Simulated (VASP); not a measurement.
# BaZrO3 in VASP: further runs, part 2 of 2

VASP 6.6.1. The steps go on from the part before.

### Step 3. Single point, PBE

This run uses another cell than the first one, of 14.95 Å³/atom, 0.990 times its volume.

Input file INCAR:

```
  PREC = Accurate
  ENCUT = 910
  EDIFF = 1E-6
  ISMEAR = 0
  SIGMA = 0.1
  LREAL = F
  LASPH = T
  NELM = 120
  ALGO = Normal
  ISIF = 2
  LWAVE = F
  LCHARG = F
  GGA = PE
  NBANDS = 28
  GGA_COMPAT = F
```

Input file KPOINTS:

```
regular mesh
0
Gamma
  4 4 4
```

Input file POSCAR:

```
BaZrO3
1.0
    4.2123871500      0.0000000000      0.0000000000
    0.0000000000      4.2123871500      0.0000000000
    0.0000000000      0.0000000000      4.2123871500
Ba Zr O
1 1 3
Direct
    0.0000000000      0.0000000000      0.0000000000
    0.5000000000      0.5000000000      0.5000000000
    0.5000000000      0.0000000000      0.5000000000
    0.5000000000      0.5000000000      0.0000000000
    0.0000000000      0.5000000000      0.5000000000
```

Potentials or basis: VASP PAW PBE potentials, release 64 (Ba_sv, Zr_sv, O_h).

Launch:

```
$ cat potpaw_PBE.64/Ba_sv/POTCAR potpaw_PBE.64/Zr_sv/POTCAR potpaw_PBE.64/O_h/POTCAR > POTCAR
$ mpirun -np 1 vasp_std > vasp.out
```

OUTCAR:

```text
PREC = Accurate
   ENCUT = 910
   EDIFF = 1E-6
   ISMEAR = 0
   LREAL = F
   LASPH = T
   NELM = 120
   ISIF = 2
   GGA = PE

 ion  position               nearest neighbor table
   1  0.000  0.000  0.000-   3 2.98   4 2.98   5 2.98   3 2.98   5 2.98   4 2.98   5 2.98   5 2.98
                             3 2.98   4 2.98   3 2.98   4 2.98   2 3.65   2 3.65   2 3.65   2 3.65
   2  0.500  0.500  0.500-   3 2.11   4 2.11   5 2.11   4 2.11   3 2.11   5 2.11   1 3.65   1 3.65
                             1 3.65   1 3.65   1 3.65   1 3.65   1 3.65   1 3.65
   3  0.500  0.000  0.500-   2 2.11   2 2.11   1 2.98   1 2.98   1 2.98   1 2.98
[... 500 lines left out ...]
  -------------------------------------------------------------------------------------
  Total        1.1099152      1.1099152      1.1099152     -0.0000000      0.0000000     -0.0000000
  in kB       23.7911550     23.7911550     23.7911550     -0.0000000      0.0000000     -0.0000000
  external PRESSURE =      23.7911550 kB  Pullay stress =       0.0000000 kB

 VOLUME and BASIS-vectors are now :
 -----------------------------------------------------------------------------
  energy-cutoff  :      910.00
  volume of cell :       74.75
      direct lattice vectors                 reciprocal lattice vectors
     4.212387150  0.000000000  0.000000000     0.237395084  0.000000000  0.000000000
     0.000000000  4.212387150  0.000000000     0.000000000  0.237395084  0.000000000
     0.000000000  0.000000000  4.212387150     0.000000000  0.000000000  0.237395084

 POSITION                                       TOTAL-FORCE (eV/Angst)
 -----------------------------------------------------------------------------------
      0.00000      0.00000      0.00000         0.000000      0.000000      0.000000
      2.10619      2.10619      2.10619         0.000000      0.000000      0.000000
      2.10619      0.00000      2.10619         0.000000      0.000000      0.000000
      2.10619      2.10619      0.00000         0.000000      0.000000      0.000000
      0.00000      2.10619      2.10619         0.000000      0.000000      0.000000
 -----------------------------------------------------------------------------------
    total drift:                                0.000000     -0.000000     -0.000000

  FREE ENERGIE OF THE ION-ELECTRON SYSTEM (eV)
  ---------------------------------------------------
  free  energy   TOTEN  =       -41.7261155605 eV

  energy  without entropy=      -41.7261155605  energy(sigma->0) =      -41.72611556
```

stdout:

```text
POSCAR found type information on POSCAR BaZrO
 POSCAR found :  3 types and       5 ions
 scaLAPACK will be used
 LDA part: xc-table for (Slater+PW92), standard interpolation
 POSCAR, INCAR and KPOINTS ok, starting setup
 FFT: planning ... GRIDC
 FFT: planning ... GRID_SOFT
 FFT: planning ... GRID
 WAVECAR not read
 entering main loop
```

It took 36 s on 1 thread of Intel Xeon Platinum 8488C (Sapphire Rapids), shared host; peak memory 0.27 GiB.

Results:

| Property | Result |
| --- | --- |
| Free energy | -41.7261 eV |
| Pressure | 2.4 GPa |
| Band gap on the k mesh | 3.15 eV, indirect (least direct gap 3.39 eV) |

Caveat: the cutoff is under 1.25 times the usual one of these potentials, so pressure, stress and relaxed cells hold a basis-set (Pulay) error; spin-orbit coupling is left out, which moves the levels of the heavy elements.

### Step 4. Single point, PBE

Input file INCAR:

```
PREC     = Accurate       # precision mode
ENCUT    = 910            # plane-wave cutoff, eV
EDIFF    = 1E-6           # SCF threshold, eV
ISMEAR   = 0              # smearing method
SIGMA    = 0.02           # smearing width, eV
LREAL    = False          # projectors in reciprocal space
LASPH    = True           # aspherical terms in the spheres
NELM     = 120            # most SCF steps
ALGO     = Normal         # electronic algorithm
ISIF     = 2              # what is computed and relaxed
LWAVE    = False          # write WAVECAR
LCHARG   = True           # write CHGCAR
GGA      = PE             # functional
LELF     = True           # ELF
LVHAR    = True         
NBANDS   = 28             # bands
GGA_COMPAT= False
```

Input file KPOINTS:

```
Automatic mesh
0
Gamma
  6 6 6
```

POSCAR: that of step 3 with these lines changed.

```diff
@@ -2,5 +2,5 @@
 1.0
-    4.2123871500      0.0000000000      0.0000000000
-    0.0000000000      4.2123871500      0.0000000000
-    0.0000000000      0.0000000000      4.2123871500
+    4.2268117978      0.0000000000      0.0000000000
+    0.0000000000      4.2268117978      0.0000000000
+    0.0000000000      0.0000000000      4.2268117978
 Ba Zr O
```

Launch:

```
$ cat potpaw_PBE.64/Ba_sv/POTCAR potpaw_PBE.64/Zr_sv/POTCAR potpaw_PBE.64/O_h/POTCAR > POTCAR
$ mpirun -np 1 vasp_std > vasp.out
```

It took 65 s on 1 thread of Intel Xeon 6975P-C (Granite Rapids), shared host; peak memory 0.3 GiB.

It converged, with:

```
Free energy            : -41.7452 eV
Pressure               : 0.7 GPa
Band gap on the k mesh : 3.14 eV, indirect (least direct gap 3.39 eV)
```

Levels at points of the mesh, in eV from the valence-band top:
| k point | band 17 | band 18 | band 19 | band 20 | band 21 | band 22 | band 23 | band 24 |
| --- | --- | --- | --- | --- | --- | --- | --- | --- |
| (0.00, 0.00, 0.00) | -0.95 | -0.25 | -0.25 | -0.25 | 3.14 | 3.14 | 3.14 | 4.63 |
| (0.50, 0.00, 0.00) | -1.69 | -1.61 | -0.48 | -0.48 | 3.56 | 5.55 | 5.55 | 6.34 |
| (0.50, 0.50, 0.00) | -0.93 | -0.93 | -0.84 | -0.07 | 5.52 | 5.52 | 6.31 | 6.35 |
| (0.50, 0.50, 0.50) | -2.52 | 0.00 | 0.00 | 0.00 | 5.89 | 5.89 | 5.89 | 6.79 |

Caveat: the cutoff is under 1.25 times the usual one of these potentials, so pressure, stress and relaxed cells hold a basis-set (Pulay) error; spin-orbit coupling is left out, which moves the levels of the heavy elements.

### Step 5. Single point, PBE

Input file INCAR:

```
SYSTEM = BaZrO3
ALGO = Normal
EDIFF = 1E-6
ENCUT = 910
GGA = PE
GGA_COMPAT = .FALSE.
ISIF = 2
ISMEAR = 0
LASPH = .TRUE.
LCHARG = .FALSE.
LREAL = .FALSE.
LWAVE = .FALSE.
NBANDS = 28
NELM = 120
PREC = Accurate
SIGMA = 0.1
```

Input file KPOINTS:

```
k-points
0
G
  4 4 4
  0 0 0
```

Input file POSCAR:

```
BaZrO3
1.0
    4.2273188712      0.0001516740      0.0000649042
    0.0001528078      4.2273762911     -0.0001079162
    0.0000638315     -0.0001068417      4.2274483979
Ba Zr O
1 1 3
Direct
    0.0000824507     -0.0000537387     -0.0000768303
    0.5000310410      0.4999612059      0.4999658961
    0.4999761914      0.0000174851      0.5000880941
    0.4999174930      0.5001062451      1.0000082817
    0.9999928240      0.4999688024      0.5000145585
```

Launch:

```
$ cat potpaw_PBE.64/Ba_sv/POTCAR potpaw_PBE.64/Zr_sv/POTCAR potpaw_PBE.64/O_h/POTCAR > POTCAR
$ mpirun -np 1 vasp_std > vasp.out
```

Wall time 1.7 min (1 thread of Intel Xeon 6975P-C (Granite Rapids), shared host); peak memory 0.36 GiB.

The run converged. Its results:

* Free energy: -41.7354 eV
* Pressure: 0.7 GPa
* Band gap on the k mesh: 3.13 eV, indirect (least direct gap 3.38 eV)

Levels at points of the mesh, in eV from the valence-band top:
```
           k point  band 16  band 17  band 18  band 19  band 20  band 21  band 22  band 23  band 24  band 25
(0.00, 0.00, 0.00)    -0.95    -0.95    -0.25    -0.25    -0.25     3.13     3.13     3.13     4.62     4.62
(0.50, 0.00, 0.00)    -1.69    -1.69    -1.61    -0.48    -0.48     3.55     5.54     5.54     6.34     6.56
(0.00, 0.50, 0.00)    -1.69    -1.69    -1.61    -0.48    -0.48     3.55     5.54     5.54     6.34     6.56
(0.50, 0.50, 0.00)    -2.32    -0.93    -0.93    -0.85    -0.07     5.51     5.51     6.30     6.34     7.51
(0.00, 0.00, 0.50)    -1.69    -1.69    -1.61    -0.48    -0.48     3.55     5.54     5.54     6.34     6.56
(0.50, 0.00, 0.50)    -2.32    -0.93    -0.93    -0.85    -0.07     5.51     5.51     6.30     6.34     7.51
(0.00, 0.50, 0.50)    -2.32    -0.93    -0.93    -0.85    -0.07     5.51     5.51     6.30     6.34     7.51
(0.50, 0.50, 0.50)    -2.52    -2.52     0.00     0.00     0.00     5.88     5.88     5.88     6.77     6.77
```

Caveat: the cutoff is under 1.25 times the usual one of these potentials, so pressure, stress and relaxed cells hold a basis-set (Pulay) error; spin-orbit coupling is left out, which moves the levels of the heavy elements.

### Step 6. Overview

```tsv
cell	k mesh	smearing	gap on the mesh (eV)	pressure (GPa)
a = 4.227 Å, 5 atoms	4 × 4 × 4	gaussian 0.1 eV	3.13	0.7
a = 4.212 Å, 5 atoms	4 × 4 × 4	gaussian 0.1 eV	3.15	2.4
a = 4.227 Å, 5 atoms	6 × 6 × 6	gaussian 0.02 eV	3.14	0.7
```

Alike in all rows: task single point; level PBE; potentials or basis VASP PAW PBE potentials, release 64 (Ba_sv, Zr_sv, O_h); no spin polarisation; cutoff (eV) 910.

Caveats: the cutoff is under 1.25 times the usual one of these potentials, so pressure, stress and relaxed cells hold a basis-set (Pulay) error; spin-orbit coupling is left out, which moves the levels of the heavy elements.

Absolute energies hang on the potentials; compare differences alone.
